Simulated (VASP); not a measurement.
A run of VASP 6.6.1 is set up as follows.

The input INCAR:

```
SYSTEM = WS2
PREC = Accurate ; ENCUT = 600
EDIFF = 1E-6 ; ISMEAR = -1
SIGMA = 0.05 ; LREAL = .False.
LASPH = .True. ; NELM = 100
ALGO = Normal ; ISIF = 3
LWAVE = .False. ; LCHARG = .False.
GGA = PS ; IVDW = 13
IBRION = 2 ; NSW = 60
EDIFFG = -0.01
```

The input KPOINTS:

```
Automatic mesh
0
Gamma
  10 10 2
  0 0 0
```

The input POSCAR:

```
WS2
1.0
    3.1835163552      0.0000000000      0.0000000000
   -1.5917581776      2.7570060369      0.0000000000
    0.0000000000      0.0000000000     16.9505778900
W S
1 2
Direct
    0.0000000000      0.0000000000      0.0000000000
    0.3333333333      0.6666666667      0.0920005100
    0.3333333333      0.6666666667      0.9079994900
```

Potentials or basis: VASP PAW PBE potentials, release 64 (W_sv, S).

The run is started by

```sh
$ cat potpaw_PBE.64/W_sv/POTCAR potpaw_PBE.64/S/POTCAR > POTCAR
$ mpirun -np 1 vasp_std > vasp.out
```

(1) Predict the relaxed cell.

(2) Estimate the space group after relaxing (to 0.1 Å).

(3) What does it give for the band gap on the k mesh?

## Answers

(1) a = 3.132 Å, b = 3.132 Å, c = 17.026 Å, α = 90.00°, β = 90.00°, γ = 120.00°.

(2) P-6m2 (No. 187).

(3) 2.25 eV (least direct gap 2.35 eV).

Caveat: there is no dipole correction, which matters where the two faces differ; spin-orbit coupling is left out, which moves the levels of the heavy elements.
